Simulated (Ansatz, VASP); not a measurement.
# CsSnBr3: VASP beside Ansatz

```
Cs Sn Br
1.0
     5.84115    0.00000    0.00000
     0.00000    5.84115    0.00000
     0.00000    0.00000    5.84115
Cs Sn Br
1 1 3
Direct
  0.00000 0.00000 0.00000
  0.50000 0.50000 0.50000
  0.50000 0.50000 0.00000
  0.50000 0.00000 0.50000
  0.00000 0.50000 0.50000
```

Alike in both runs: task single point; functional PBE; k mesh 4 × 4 × 4; no spin polarisation.

```csv
,VASP,Ansatz
version,VASP 6.6.1,Ansatz 0.2.0
potentials or method,"VASP PAW PBE potentials, release 64 (Cs_sv, Sn_d, Br)","plane waves, PAW"
plane-wave cutoff (eV),500,420
occupations,"gaussian, width 0.01 eV",fixed
valence electrons in the cell,44,44
```

|  | VASP | Ansatz | Ansatz less VASP |
| --- | --- | --- | --- |
| gap on the k mesh at the Fermi level (eV) | 0.50 | 0.50 | 0.000 |
| pressure (GPa) | 0.7 | 0.7 | +0.01 |

Spin-orbit coupling is off throughout.
